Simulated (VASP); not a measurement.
## CdSe: single point with PBE

The system is CdSe.

```
CELL_PARAMETERS angstrom
0.00000 2.81003 2.81003
2.81003 0.00000 2.81003
2.81003 2.81003 0.00000
ATOMIC_POSITIONS crystal
Cd 0.00000 0.00000 0.00000
Se 0.50000 0.50000 0.50000
```

* Program: VASP 6.6.1
* Task: single point
* Functional: PBE
* Potentials or basis: VASP PAW PBE potentials, release 64 (Cd, Se)
* Cutoff: 520 eV
* k mesh: 12 × 12 × 12
* Occupations: gaussian, width 0.1 eV
* Spin: no spin polarisation

The pressure is 4.8 GPa and the band gap on the k mesh is zero (bands 9 and 10 overlap by 0.45 eV).

Levels at points of the mesh, in eV from the Fermi level:
| k point | band 7 | band 8 | band 9 | band 10 | band 11 | band 12 |
| --- | --- | --- | --- | --- | --- | --- |
| (0.00, 0.00, 0.00) | -0.74 | -0.74 | -0.74 | 0.33 | 8.67 | 8.67 |
| (0.50, 0.00, 0.00) | -5.30 | -0.07 | -0.07 | 2.96 | 5.22 | 5.22 |
| (0.50, 0.50, 0.00) | -4.54 | -2.33 | -2.33 | -0.49 | 5.35 | 10.17 |

It took 70 s on 1 thread of Intel Xeon 8259CL, on a shared host, peak memory 0.2 GiB.

Caveat: the cell stands under pressure; semilocal functionals underestimate gaps, so a narrow gap can read as zero.
